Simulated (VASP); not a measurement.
# GaO3 (P-3m1) in VASP: notebook, part 2 of 2

VASP 6.6.1. Earlier steps stand in the parts before.

## (4) Relaxation of cell and atoms, PBE, collinear spin, ferromagnetic start

This run uses another cell than the first one, of 13.05 Å³/atom.

INCAR

```
SYSTEM = GaO3
ALGO     = Normal         ! electronic algorithm
EDIFF    = 1E-6           ! SCF threshold, eV
EDIFFG   = -0.04          ! ionic threshold
ENCUT    = 600            ! plane-wave cutoff, eV
GGA      = PE             ! functional
IBRION   = 2              ! ionic algorithm
ISIF     = 3              ! what is computed and relaxed
ISMEAR   = 0              ! smearing method
ISPIN    = 2              ! spin polarisation
LASPH    = .TRUE.         ! aspherical terms in the spheres
LCHARG   = .FALSE.        ! write CHGCAR
LORBIT   = 11             ! projections on sites
LREAL    = .FALSE.        ! projectors in reciprocal space
LWAVE    = .FALSE.        ! write WAVECAR
MAGMOM   = 0 1 1 1        ! initial moments
NELM     = 150            ! most SCF steps
NSW      = 90             ! ionic steps
PREC     = Accurate       ! precision mode
SIGMA    = 0.1            ! smearing width, eV
```

KPOINTS

```
k-points
0
G
  6 6 4
  0 0 0
```

POSCAR

```
GaO3
1.0
    3.3066590700      0.0000000000      0.0000000000
   -1.6533295300      2.8636507500      0.0000000000
    0.0000000000      0.0000000000      5.5117628100
Ga O
1 3
Direct
    0.0000000000      0.0000000000      0.5000000000
    0.3333333300      0.6666666700      0.6266448500
    0.6666666700      0.3333333300      0.3733551500
    0.0000000000      0.0000000000      0.0000000000
```

Potentials or basis: VASP PAW PBE potentials, release 64 (Ga_d, O).

On the command line:

```bash
$ cat potpaw_PBE.64/Ga_d/POTCAR potpaw_PBE.64/O/POTCAR > POTCAR
$ mpirun -np 1 vasp_std > vasp.out
```

OUTCAR:

```text
SYSTEM = GaO3
   EDIFF = 1E-6
   EDIFFG = -0.04
   ENCUT = 600
   GGA = PE
   IBRION = 2
   ISIF = 3
   ISMEAR = 0
   ISPIN = 2
   LASPH = .TRUE.
   LORBIT = 11
   LREAL = .FALSE.
   NELM = 150
   NSW = 90
   PREC = Accurate

 ion  position               nearest neighbor table
   1  0.000  0.000  0.500-   2 2.03   3 2.03   2 2.03   3 2.03   3 2.03   2 2.03
   2  0.333  0.667  0.627-   1 2.03   1 2.03   1 2.03
   3  0.667  0.333  0.373-   1 2.03   1 2.03   1 2.03
   4  0.000  0.000  0.000-

  LATTYP: Found a hexagonal cell.
 ALAT       =     3.3066590700
 C/A-ratio  =     1.6668675825

  Lattice vectors:

 A1 = (   3.3066590700,   0.0000000000,   0.0000000000)
 A2 = (  -1.6533295300,   2.8636507500,   0.0000000000)
 A3 = (   0.0000000000,   0.0000000000,   5.5117628100)

Analysis of symmetry for initial positions (statically):
=====================================================================
 Subroutine PRICEL returns:
 Original cell was already a primitive cell.

 Routine SETGRP: Setting up the symmetry group for a
 hexagonal supercell.

[... 181 lines left out ...]
  ext. energy  EPLUGINS =         0.00000000
  ---------------------------------------------------
  free energy    TOTEN  =       -17.85592127 eV

  energy without entropy =      -17.85098862  energy(sigma->0) =      -17.85345495

 E-fermi :   0.4820     XC(G=0):  -9.8093

 val. band max:        0.4100203073   @ k =   0.1667   0.1667   0.0000
 cond. band min:       0.5227896076   @ k =  -0.1667   0.5000   0.2500
 fundamental gap:      0.1127693002
 Fermi energy:         0.4819538763
[... 2429 lines left out ...]
     20      13.6939      0.00000
     21      13.6939      0.00000

[... ionic steps 4 to 8 ...]

--------------------------------------- Ionic step        9  -------------------------------------------

 number of electron      30.9999997 magnetization       2.9999999

------------------------ aborting loop because EDIFF is reached ----------------------------------------
[... 71 lines left out ...]
--------------------------------------- Ionic step       11  -------------------------------------------

 number of electron      30.9999996 magnetization       3.0000000

 Free energy of the ion-electron system (eV)
  ---------------------------------------------------
  ext. energy  EPLUGINS =         0.00000000
  ---------------------------------------------------
  free energy    TOTEN  =       -18.56748232 eV

  energy without entropy =      -18.56619839  energy(sigma->0) =      -18.56684035

 E-fermi :   1.7700     XC(G=0): -10.8624

 val. band max:        1.7373728554   @ k =   0.0000   0.0000   0.5000
 cond. band min:       1.7736441106   @ k =   0.5000   0.0000   0.0000
 fundamental gap:      0.0362712552
 Fermi energy:         1.7700402870
[... 1186 lines left out ...]
  FREE ENERGIE OF THE ION-ELECTRON SYSTEM (eV)
  ---------------------------------------------------
  free  energy   TOTEN  =       -18.5674823151 eV

  energy  without entropy=      -18.5661983883  energy(sigma->0) =      -18.56684035

 reached required accuracy - stopping structural energy minimisation

 total charge

# of ion       s       p       d       tot
------------------------------------------
    1        0.676   0.698  10.212  11.586
    2        1.582   3.341   0.000   4.923
    3        1.582   3.341   0.000   4.923
    4        1.636   2.901   0.000   4.537
--------------------------------------------------
tot          5.476  10.281  10.212  25.970

 magnetization (x)

# of ion       s       p       d       tot
------------------------------------------
    1       -0.017  -0.008   0.024  -0.001
    2        0.012   0.447   0.000   0.459
    3        0.012   0.447   0.000   0.459
    4        0.016   1.650   0.000   1.666
--------------------------------------------------
tot          0.023   2.536   0.024   2.583
```

OSZICAR:

```text
N       E                     dE             d eps       ncg     rms          rms(c)
DAV:   1     0.305584896651E+03    0.30558E+03   -0.16709E+04  2150   0.234E+03
DAV:   2     0.138622370926E+02   -0.29172E+03   -0.27710E+03  2546   0.566E+02
[... 117 lines left out ...]
DAV:   2    -0.185681692149E+02    0.45435E-03   -0.14252E-02  2475   0.112E+00    0.396E-01
DAV:   3    -0.185676261212E+02    0.54309E-03   -0.34568E-03  2495   0.461E-01    0.886E-02
DAV:   4    -0.185675380001E+02    0.88121E-04   -0.96736E-04  2276   0.355E-01    0.827E-02
DAV:   5    -0.185674877850E+02    0.50215E-04   -0.38380E-04  2674   0.116E-01    0.190E-02
DAV:   6    -0.185674829158E+02    0.48692E-05   -0.18358E-05  2206   0.407E-02    0.703E-03
DAV:   7    -0.185674823151E+02    0.60074E-06   -0.33335E-06  1581   0.162E-02
  11 F= -.18567482E+02 E0= -.18566840E+02  d E =-.265324E-03  mag=     3.0000
```

Run time: 14 min. Hardware: 1 thread of Intel Xeon 8259CL, shared host; peak memory 0.26 GiB.

Results:

```
Free energy                                           : -18.5675 eV
Relaxed volume                                        : 10.96 Å³/atom
Relaxed cell                                          : a = 3.067 Å, b = 3.067 Å, c = 5.385 Å, α = 90.00°, β = 90.00°, γ = 120.00°
Space group after relaxing (to 0.1 Å)                 : P-3m1 (No. 164)
Energy gained by relaxing                             : 177.9 meV/atom
Ionic steps                                           : 11
Pressure after relaxing                               : -0.1 GPa
Largest force after relaxing                          : 0.011 eV/Å
Band gap on the k mesh                                : zero (filled and empty bands overlap)
Net moment                                            : 3.00 μB per cell
Site moments                                          : Ga -0.00; O +0.46, +1.67 (each value once) μB
Valence electrons inside the program's atomic spheres : Ga 11.59; O 4.92, 4.54 (each value once)
```

Forces on the atoms (eV/Å):
```
Ga   0.000  0.000  0.000
O    0.000  0.000  0.011
O    0.000  0.000 -0.011
O    0.000  0.000  0.000
```

Step by step:
```tsv
step	energy change (eV)	largest force (eV/Å)	pressure (GPa)	volume (Å³)
1	0.0000	1.7405	-3.54	52.19
2	-0.3251	1.2620	-3.51	50.04
3	-0.6913	0.0385	-3.10	45.76
4	-0.6997	0.2498	-2.83	44.91
5	-0.7001	0.1870	-2.94	45.09
6	-0.6943	0.2995	3.90	42.92
7	-0.7093	0.0161	0.02	44.13
8	-0.7104	0.0263	-0.06	44.07
9	-0.7113	0.0416	-0.08	43.97
10	-0.7113	0.0447	-0.09	43.95
11	-0.7116	0.0108	-0.06	43.86
```

Final structure:
```cif
data_structure
_symmetry_space_group_name_H-M 'P 1'
_symmetry_Int_Tables_number 1
_cell_length_a 3.0667
_cell_length_b 3.0667
_cell_length_c 5.3847
_cell_angle_alpha 90.000
_cell_angle_beta 90.000
_cell_angle_gamma 120.000
_cell_volume 43.86
loop_
_atom_site_label
_atom_site_type_symbol
_atom_site_fract_x
_atom_site_fract_y
_atom_site_fract_z
_atom_site_occupancy
Ga1 Ga 0.00000 0.00000 0.50000 1
O1 O 0.33333 0.66667 0.67920 1
O2 O 0.66667 0.33333 0.32079 1
O3 O 0.00000 0.00000 0.00000 1
```

Levels at points of the mesh, in eV from the Fermi level:
Spin up:
```tsv
k point	band 15	band 16	band 17	band 18	band 19	band 20
(0.00, 0.00, 0.00)	-1.28	-1.28	-0.41	4.19	7.89	12.36
(0.50, 0.00, 0.00)	-1.16	-1.04	-0.93	6.39	9.80	12.62
(0.00, 0.00, 0.50)	-1.28	-1.15	-1.15	4.94	7.31	12.45
(0.50, 0.00, 0.50)	-2.00	-0.62	-0.43	6.58	9.36	12.33
```
Spin down:
```
           k point  band 10  band 11  band 12  band 13  band 14  band 15  band 16  band 17  band 18  band 19
(0.00, 0.00, 0.00)    -1.86    -0.97    -0.97    -0.68    -0.68     1.01     1.01     1.61     4.67     8.31
(0.50, 0.00, 0.00)    -4.53    -2.81    -2.52    -0.31     0.00     0.22     0.71     1.03     6.64    10.25
(0.00, 0.00, 0.50)    -0.85    -0.85    -0.77    -0.77    -0.37    -0.03     0.98     0.98     5.84     7.54
(0.50, 0.00, 0.50)    -3.91    -2.65    -1.85    -1.03    -0.83     0.04     1.11     1.55     6.91     9.57
```

Caveat: the k points lie up to 0.39 Å⁻¹ apart in the final cell; the volume moved by over 15 % at a fixed basis, so the end points are rough.

## (5) Single point, PBE, collinear spin, ferromagnetic start

INCAR

```
PREC     = Accurate       # precision mode
ENCUT    = 520            # plane-wave cutoff, eV
EDIFF    = 1E-6           # SCF threshold, eV
ISMEAR   = 0              # smearing method
SIGMA    = 0.1            # smearing width, eV
LREAL    = F              # projectors in reciprocal space
LASPH    = T              # aspherical terms in the spheres
NELM     = 150            # most SCF steps
ALGO     = Normal         # electronic algorithm
ISIF     = 2              # what is computed and relaxed
LWAVE    = F              # write WAVECAR
LCHARG   = T              # write CHGCAR
ISPIN    = 2              # spin polarisation
MAGMOM   = 0 1.06 1.06 1.06 # initial moments
LORBIT   = 11             # projections on sites
GGA      = PE             # functional
LELF     = T              # ELF
LVHAR    = T            
NBANDS   = 28             # bands
```

KPOINTS

```
regular mesh
0
Gamma
  18 18 10
```

POSCAR

```
GaO3
1.0
    3.0598396709      0.0000000000      0.0000000000
   -1.5299198354      2.6498988865      0.0000000000
    0.0000000000      0.0000000000      5.4116768408
Ga O
1 3
Direct
    0.0000000000      0.0000000000      0.5000000000
    0.3333333333      0.6666666667      0.6783346362
    0.6666666667      0.3333333333      0.3216653638
    0.0000000000      0.0000000000      0.0000000000
```

Potentials or basis: VASP PAW PBE potentials, release 64 (Ga_d, O).

On the command line:

```bash
$ cat potpaw_PBE.64/Ga_d/POTCAR potpaw_PBE.64/O/POTCAR > POTCAR
$ mpirun -np 1 vasp_std > vasp.out
```

OUTCAR:

```text
PREC = Accurate
   ENCUT = 520
   EDIFF = 1E-6
   ISMEAR = 0
   LREAL = F
   LASPH = T
   NELM = 150
   ISIF = 2
   ISPIN = 2
   LORBIT = 11
   GGA = PE

 ion  position               nearest neighbor table
   1  0.000  0.000  0.500-   2 2.01   3 2.01   2 2.01   3 2.01   3 2.01   2 2.01
   2  0.333  0.667  0.678-   1 2.01   1 2.01   1 2.01
   3  0.667  0.333  0.322-   1 2.01   1 2.01   1 2.01
   4  0.000  0.000  0.000-

  LATTYP: Found a hexagonal cell.
 ALAT       =     3.0598396709
 C/A-ratio  =     1.7686145102

  Lattice vectors:

 A1 = (   3.0598396709,   0.0000000000,   0.0000000000)
 A2 = (  -1.5299198354,   2.6498988865,   0.0000000000)
 A3 = (   0.0000000000,   0.0000000000,   5.4116768408)

Analysis of symmetry for initial positions (statically):
[... 1644 lines left out ...]

 [... further k-points ...]

 [bands above 27 left out]

------------------------ aborting loop because EDIFF is reached ----------------------------------------

  FORCE on cell =-STRESS in cart. coord.  units (eV):
  Direction    XX          YY          ZZ          XY          YZ          ZX
  --------------------------------------------------------------------------------------
  -------------------------------------------------------------------------------------
  Total        0.1761418      0.1761418      0.0706398      0.0000000      0.0000000      0.0000000
  in kB        6.4315153      6.4315153      2.5792893      0.0000000      0.0000000      0.0000000
  external PRESSURE =       5.1474400 kB  Pullay stress =       0.0000000 kB

 VOLUME and BASIS-vectors are now :
 -----------------------------------------------------------------------------
  energy-cutoff  :      520.00
  volume of cell :       43.88
      direct lattice vectors                 reciprocal lattice vectors
     3.059839671  0.000000000  0.000000000     0.326814509  0.188686445  0.000000000
    -1.529919835  2.649898886  0.000000000     0.000000000  0.377372890  0.000000000
     0.000000000  0.000000000  5.411676841     0.000000000  0.000000000  0.184785609

 POSITION                                       TOTAL-FORCE (eV/Angst)
 -----------------------------------------------------------------------------------
      0.00000      0.00000      2.70584        -0.000000      0.000000      0.000000
     -0.00000      1.76660      3.67093         0.000000     -0.000000      0.061511
      1.52992      0.88330      1.74075        -0.000000      0.000000     -0.061511
      0.00000      0.00000      0.00000        -0.000000      0.000000      0.000000
 -----------------------------------------------------------------------------------
    total drift:                                0.000000      0.000000      0.000000

  FREE ENERGIE OF THE ION-ELECTRON SYSTEM (eV)
  ---------------------------------------------------
  free  energy   TOTEN  =       -18.5428725925 eV

  energy  without entropy=      -18.5421203432  energy(sigma->0) =      -18.54249647

 total charge

# of ion       s       p       d       tot
------------------------------------------
    1        0.677   0.704  10.216  11.596
    2        1.586   3.342   0.000   4.928
    3        1.586   3.342   0.000   4.928
    4        1.641   2.896   0.000   4.537
--------------------------------------------------
tot          5.489  10.284  10.216  25.988

 magnetization (x)

# of ion       s       p       d       tot
------------------------------------------
    1       -0.016  -0.008   0.024   0.000
    2        0.012   0.444   0.000   0.456
    3        0.012   0.444   0.000   0.456
    4        0.016   1.654   0.000   1.670
--------------------------------------------------
tot          0.023   2.534   0.024   2.582
```

OSZICAR:

```text
N       E                     dE             d eps       ncg     rms          rms(c)
DAV:   1     0.255121180368E+03    0.25512E+03   -0.14604E+04 43332   0.171E+03
DAV:   2     0.102256495934E+02   -0.24490E+03   -0.22148E+03 39124   0.455E+02
DAV:   3    -0.192372671327E+02   -0.29463E+02   -0.28389E+02 43280   0.111E+02
DAV:   4    -0.199595538669E+02   -0.72229E+00   -0.72116E+00 41656   0.189E+01
DAV:   5    -0.199679753254E+02   -0.84215E-02   -0.84210E-02 42016   0.207E+00    0.156E+01
DAV:   6    -0.196125549445E+02    0.35542E+00   -0.21040E+01 54624   0.346E+01    0.207E+01
DAV:   7    -0.187659953772E+02    0.84656E+00   -0.13777E+01 43832   0.152E+01    0.600E+00
DAV:   8    -0.185510564278E+02    0.21494E+00   -0.92812E-01 42424   0.531E+00    0.230E+00
DAV:   9    -0.185946787291E+02   -0.43622E-01   -0.10838E+00 43452   0.375E+00    0.306E+00
DAV:  10    -0.185443246037E+02    0.50354E-01   -0.12579E-01 42020   0.169E+00    0.157E+00
DAV:  11    -0.185405044762E+02    0.38201E-02   -0.31266E-02 43344   0.725E-01    0.781E-01
DAV:  12    -0.185425891550E+02   -0.20847E-02   -0.12020E-02 41160   0.510E-01    0.214E-01
DAV:  13    -0.185427972712E+02   -0.20812E-03   -0.15950E-03 43656   0.183E-01    0.551E-02
DAV:  14    -0.185428558498E+02   -0.58579E-04   -0.10620E-04 38544   0.613E-02    0.259E-02
DAV:  15    -0.185428715325E+02   -0.15683E-04   -0.29772E-05 42164   0.305E-02    0.108E-02
DAV:  16    -0.185428728399E+02   -0.13074E-05   -0.25543E-06 36524   0.105E-02    0.905E-03
DAV:  17    -0.185428725925E+02    0.24737E-06   -0.68958E-07 27824   0.612E-03
   1 F= -.18542873E+02 E0= -.18542496E+02  d E =-.752249E-03  mag=     2.9996
```

Wall time 22 min (1 thread of Oxide Virtual Turin-like, shared host); peak memory 0.57 GiB.

Results:

```yaml
Free_energy: -18.5429 eV
Pressure: 0.5 GPa
Largest_force: 0.062 eV/Å
Band_gap_on_the_k_mesh: zero (filled and empty bands overlap)
Net_moment: 3.00 μB per cell
Site_moments: Ga +0.00; O +0.46, +1.67 (each value once) μB
Valence_electrons_inside_the_program's_atomic_spheres: Ga 11.60; O 4.93, 4.54 (each value once)
```

Forces in eV/Å, atoms in the order of the input:
```
Ga   0.000  0.000  0.000
O    0.000  0.000  0.062
O    0.000  0.000 -0.062
O    0.000  0.000  0.000
```

Stress tensor (GPa, compression positive):
```
0.64 0.00 0.00
0.00 0.64 0.00
0.00 0.00 0.26
```

Levels at points of the mesh, in eV from the Fermi level:
Spin up:
```csv
k point,band 14,band 15,band 16,band 17,band 18,band 19,band 20,band 21
"(0.00, 0.00, 0.00)",-1.28,-1.27,-1.27,-0.42,4.23,7.89,12.32,12.93
"(0.50, 0.00, 0.00)",-2.33,-1.16,-1.08,-0.92,6.45,9.81,12.65,12.75
"(0.00, 0.00, 0.50)",-1.46,-1.28,-1.15,-1.15,4.96,7.32,12.39,12.81
"(0.50, 0.00, 0.50)",-2.88,-2.01,-0.63,-0.44,6.63,9.38,12.38,13.38
```
Spin down:
```tsv
k point	band 12	band 13	band 14	band 15	band 16	band 17
(0.00, 0.00, 0.00)	-0.96	-0.67	-0.67	1.00	1.00	1.60
(0.50, 0.00, 0.00)	-2.52	-0.30	-0.01	0.20	0.69	0.98
(0.00, 0.00, 0.50)	-0.76	-0.76	-0.35	-0.05	0.97	0.97
(0.50, 0.00, 0.50)	-1.86	-1.05	-0.81	0.01	1.09	1.52
```

## (6) Summary

```csv
task,cell,k mesh,cutoff (eV),gap on the mesh (eV),pressure (GPa),moment (μB),largest force (eV/Å)
single point,"a = 3.061, b = 3.061, c = 5.415 Å, angles 90.0, 90.0, 120.0°, 4 atoms, atomic positions A",6 × 6 × 4,520,none,0.5,3.00,0.06
single point,"a = 3.307, b = 3.307, c = 5.512 Å, angles 90.0, 90.0, 120.0°, 4 atoms, atomic positions B",6 × 6 × 4,520,none,-3.4,3.00,1.74
relaxation of cell and atoms,"relaxed from a = 3.307, b = 3.307, c = 5.512 Å, angles 90.0, 90.0, 120.0°, 4 atoms, atomic positions B",6 × 6 × 4,600,none,-0.1,3.00,0.01
single point,"a = 3.060, b = 3.060, c = 5.412 Å, angles 90.0, 90.0, 120.0°, 4 atoms, atomic positions A",18 × 18 × 10,520,none,0.5,3.00,0.06
```

Alike in all rows: level PBE; potentials or basis VASP PAW PBE potentials, release 64 (Ga_d, O); spin collinear, ferromagnetic start; smearing gaussian 0.1 eV.

Caveats: some runs use coarse meshes; forces of over 1 eV/Å act on the atoms, so gaps and moduli don't describe the material at rest (at least some runs); the volume moved by over 15 % at a fixed basis, so the end points are rough (at least some runs).

Absolute energies hang on the potentials; compare differences alone.
